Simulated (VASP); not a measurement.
**HgTe: single point with r2SCAN**

The system is HgTe.

```xyz
2
Lattice="0.0000 3.1815 3.1815 3.1815 0.0000 3.1815 3.1815 3.1815 0.0000" Properties=species:S:1:pos:R:3 pbc="T T T"
Hg    0.0000    0.0000    0.0000
Te    1.5908    1.5908    1.5908
```

```
Program             : VASP 6.6.1
Task                : single point
Functional          : r2SCAN
Potentials or basis : VASP PAW PBE potentials, release 64 (Hg, Te)
Cutoff              : 520 eV
k mesh              : 12 × 12 × 12
Occupations         : gaussian, width 0.1 eV
Spin                : no spin polarisation
```

```yaml
Pressure: 5.1 GPa
Band_gap_on_the_k_mesh: zero (filled and empty bands touch)
```

Levels at points of the mesh, in eV from the Fermi level:
```tsv
k point	band 5	band 6	band 7	band 8	band 9	band 10	band 11	band 12	band 13	band 14
(0.00, 0.00, 0.00)	-7.36	-7.36	-0.34	-0.06	-0.06	-0.06	4.40	4.40	4.40	6.76
(0.50, 0.00, 0.00)	-7.34	-7.01	-6.05	-1.18	-1.18	0.91	5.26	5.26	7.09	8.47
(0.50, 0.50, 0.00)	-7.29	-6.82	-5.92	-2.64	-2.64	2.00	2.55	8.87	9.59	9.59
```

It took 110 s on 1 thread of Intel(R) Xeon(R) 6975P-C (Granite Rapids), on a shared host, peak memory 0.25 GiB.

Caveat: the PAW data sets were made with another functional, which shifts forces and pressure a little; spin-orbit coupling is left out, which moves the levels of the heavy elements.
